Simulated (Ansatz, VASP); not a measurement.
# One calculation of TlInF2, two programs

File INCAR:

```
ALGO     = Normal         # electronic algorithm
EDIFF    = 1E-6           # SCF threshold, eV
ENCUT    = 520            # plane-wave cutoff, eV
GGA      = RE             # functional
ISIF     = 2              # what is computed and relaxed
ISMEAR   = -1             # smearing method
ISPIN    = 2              # spin polarisation
LASPH    = T              # aspherical terms in the spheres
LCHARG   = T              # write CHGCAR
LELF     = T              # ELF
LORBIT   = 11             # projections on sites
LREAL    = F              # projectors in reciprocal space
LVHAR    = T            
LWAVE    = F              # write WAVECAR
MAGMOM   = -4 -2 -4 -0.5 -4 2 2 -4 # initial moments
NBANDS   = 54             # bands
NELM     = 150            # most SCF steps
PREC     = Accurate       # precision mode
SIGMA    = 0.1061         # smearing width, eV
```

Contents of KPOINTS:

```
k-points
0
Gamma
  4 4 4
```

The input POSCAR:

```
TlInF2
1.0
   -3.6337430000      3.6337430000      3.0720400000
    3.6337430000     -3.6337430000      3.0720400000
    3.6337430000      3.6337430000     -3.0720400000
Tl In F
2 2 4
Direct
    0.2500000000      0.2500000000      0.0000000000
    0.7500000000      0.7500000000      0.0000000000
    0.7500000000      0.2500000000      0.5000000000
    0.2500000000      0.7500000000      0.5000000000
    0.6813000000      0.1813000000      0.8626000000
    0.1813000000      0.3187000000      0.5000000000
    0.3187000000      0.8187000000      0.1374000000
    0.8187000000      0.6813000000      0.5000000000
```

Input for Ansatz:

```yaml
crystal:
  lattice:
    - [-3.633743, 3.633743, 3.07204]
    - [3.633743, -3.633743, 3.07204]
    - [3.633743, 3.633743, -3.07204]
  atoms:
    - { symbol: Tl, position: [0.25, 0.25, 0.0], spin: -4.0 }
    - { symbol: Tl, position: [0.75, 0.75, 0.0], spin: -2.0 }
    - { symbol: In, position: [0.75, 0.25, 0.5], spin: -4.0 }
    - { symbol: In, position: [0.25, 0.75, 0.5], spin: -0.5 }
    - { symbol: F, position: [0.6813, 0.1813, 0.8626], spin: -4.0 }
    - { symbol: F, position: [0.1813, 0.3187, 0.5], spin: 2.0 }
    - { symbol: F, position: [0.3187, 0.8187, 0.1374], spin: 2.0 }
    - { symbol: F, position: [0.8187, 0.6813, 0.5], spin: -4.0 }
  symmetry: { tolerance: 0.0003 }
kpoints:
  mp_grid: { grid: [4, 4, 4], shift: [0, 0, 0] }
magnetization:
  spin_polarized: true
scf:
  occupations: { method: fermi_dirac, width: 0.1061 }
  convergence: { dr2_threshold: 1.0e-09 }
hamiltonian:
  pseudopotentials: { kind: paw }
  xc: revpbe
basis:
  ecutwfc: 420
output:
  forces: true
  stress: true
  eigenvalues: true
```

Alike in both runs: task single point; functional revPBE; k mesh 4 × 4 × 4; occupations fermi-dirac, width 0.1061 eV; collinear spin.

```csv
,VASP,Ansatz
version,VASP 6.6.1,Ansatz 0.2.0
potentials or method,"VASP PAW PBE potentials, release 64 (Tl_d, In_d, F), cutoff 520 eV",PAW plane waves
valence electrons in the cell,80,80
```

Ansatz gave:

| Item | Value |
| --- | --- |
| gap on the k mesh at the Fermi level (eV) | none |
| pressure (GPa) | 5.5 |
| traceless stress, the component that is largest in VASP (GPa) | 3.35 |
| rms of the force components (eV/Å) | 0.242 |
| net moment per atom (μB) | 0.00 |

Q: Estimate VASP's values.

A: gap on the k mesh at the Fermi level (eV): none; pressure (GPa): 5.4; traceless stress, the component that is largest in VASP (GPa): 3.37; rms of the force components (eV/Å): 0.248; net moment per atom (μB): 0.00.

VASP's potentials were made for PBE, not for revPBE. Atom by atom the forces differ by 0.006 eV/Å (rms over components). A gap of «none» marks a metal or a gap that the smearing closes. Ansatz's warnings: seeded moment not kept, stress scf threshold loose.

Neither program's run includes spin-orbit coupling.
